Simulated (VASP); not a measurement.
Here is a VASP 6.6.1 calculation.

Contents of INCAR:

```
SYSTEM = Te2Mo
  ALGO = Normal
  EDIFF = 1E-6
  ENCUT = 520
  GGA = PE
  ISIF = 2
  ISMEAR = -1
  LASPH = .True.
  LCHARG = .False.
  LREAL = .False.
  LWAVE = .False.
  NBANDS = 20
  NELM = 60
  PREC = Accurate
  SIGMA = 0.02
```

KPOINTS

```
k-points
0
Gamma
  12 12 4
  0 0 0
```

POSCAR

```
Te2Mo
1.0
    3.5194545156      0.0000000000      0.0000000000
   -1.7597272578      3.0479370180      0.0000000000
    0.0000000000      0.0000000000      7.2144528833
Mo Te
1 2
Direct
    0.0000000000      0.0000000000      0.0000000000
    0.3333333333      0.6666666667      0.2534156079
    0.6666666667      0.3333333333      0.7465843921
```

Potentials or basis: VASP PAW PBE potentials, release 64 (Mo_sv, Te).

Command:

```console
$ cat potpaw_PBE.64/Mo_sv/POTCAR potpaw_PBE.64/Te/POTCAR > POTCAR
$ mpirun -np 1 vasp_std > vasp.out
```

(1) What does it give for the largest force?

(2) Predict the pressure.

(3) What does it give for the band gap on the k mesh?

## Answers

(1) 0.233 eV/Å.

(2) 1.9 GPa.

(3) zero (band 13 reaches 8.72 eV, above the bottom of band 14 at 8.16 eV).

Caveat: spin-orbit coupling is left out, which moves the levels of the heavy elements; this functional lacks dispersion, which binds the layers, so the pressure and a relaxed spacing across them are unreliable.
